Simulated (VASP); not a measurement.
A run of VASP 6.6.1:

Contents of INCAR:

```
PREC = Accurate
ENCUT = 750
EDIFF = 1E-6
ISMEAR = 0
SIGMA = 0.2
LREAL = F
LASPH = T
NELM = 120
ALGO = Normal
ISIF = 2
LWAVE = F
LCHARG = F
GGA = PE
NBANDS = 14
GGA_COMPAT = F
```

The input KPOINTS:

```
regular mesh
0
Gamma
  5 5 5
```

The input POSCAR:

```
LiBe4
1.0
    3.8247092895      0.0000000000      0.0000000000
    0.0000000000      3.8247092895      0.0000000000
    0.0000000000      0.0000000000      3.8247092895
Li Be
1 4
Direct
    0.5000000000      0.5000000000      0.5000000000
    0.5000000000      0.0000000000      0.0000000000
    0.0000000000      0.5000000000      0.0000000000
    0.0000000000      0.0000000000      0.5000000000
    0.0000000000      0.0000000000      0.0000000000
```

Potentials or basis: VASP PAW PBE potentials, release 64 (Li_sv, Be).

Command:

```bash
$ cat potpaw_PBE.64/Li_sv/POTCAR potpaw_PBE.64/Be/POTCAR > POTCAR
$ mpirun -np 1 vasp_std > vasp.out
```

Hardware: 1 thread of Intel Xeon 8259CL, on a shared host.

Q: How long does it take, and how much memory?

A: Run time: 22 s on 1 thread of Intel Xeon 8259CL, with other jobs on the host, peak memory 0.2 GiB. Counts: scf iterations 12, k points 10.
